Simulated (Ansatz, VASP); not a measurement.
## Pd in VASP and in Ansatz

The input INCAR:

```
SYSTEM = Pd
ALGO = Normal ; EDIFF = 1E-6
ENCUT = 520 ; GGA = CA
ISIF = 2 ; ISMEAR = -1
ISPIN = 2 ; LASPH = .TRUE.
LCHARG = .FALSE. ; LMAXMIX = 4
LORBIT = 11 ; LREAL = .FALSE.
LWAVE = .FALSE. ; MAGMOM = 0.5
NBANDS = 15 ; NELM = 150
PREC = Accurate ; SIGMA = 0.1
```

File KPOINTS:

```
k-points
0
G
  14 14 14
  0 0 0
```

Contents of POSCAR:

```
Pd
1.0
    0.0000000000      1.9202771092      1.9202771092
    1.9202771092      0.0000000000      1.9202771092
    1.9202771092      1.9202771092      0.0000000000
Pd
1
Direct
    0.0000000000      0.0000000000      0.0000000000
```

Input for Ansatz:

```yaml
crystal:
  lattice:
    - [0.0, 1.9202771092, 1.9202771092]
    - [1.9202771092, 0.0, 1.9202771092]
    - [1.9202771092, 1.9202771092, 0.0]
  atoms:
    - { symbol: Pd, position: [0.0, 0.0, 0.0], spin: 0.5 }
hamiltonian:
  xc: lda
  pseudopotentials:
    kind: paw
    azcp:
      Pd: "pseudopotentials/Pd.paw.azcp"
basis:
  ecutwfc: 420
  fft_grid_basis: typed
kpoints:
  mp_grid: { grid: [14, 14, 14], shift: [0, 0, 0] }
magnetization:
  spin_polarized: true
scf:
  occupations: { method: fermi_dirac, width: 0.1 }
  lower_state_search: "off"
output:
  stress: true
  write_density: true
  write_potential: true
  elf: true
  volumetric_format: npy
```

Alike in both runs: task single point; functional LDA; k mesh 14 × 14 × 14; occupations fermi-dirac, width 0.1 eV; collinear spin.

|  | VASP | Ansatz |
| --- | --- | --- |
| version | VASP 6.6.1 | Ansatz 0.2.0 |
| potentials or method | VASP PAW LDA potentials, release 64 (Pd), cutoff 520 eV | plane waves (420 eV) with PAW, scalar-relativistic |
| valence electrons in the cell | 10 | 18 |

|  | VASP | Ansatz | Ansatz less VASP |
| --- | --- | --- | --- |
| pressure (GPa) | 0.6 | 0.3 | -0.30 |
| net moment per atom (μB) | 0.00 | 0.00 | -0.001 |

Ansatz warns that its potentials were made for another functional, while VASP's fit it. LDA's correlation is that of Perdew and Zunger in VASP and of Perdew and Wang (1992) in Ansatz. VASP's potentials hold 10 valence electrons a cell and Ansatz's 18, so a difference there can come from the potentials and not from the codes. Ansatz's warnings: seeded moment not kept.
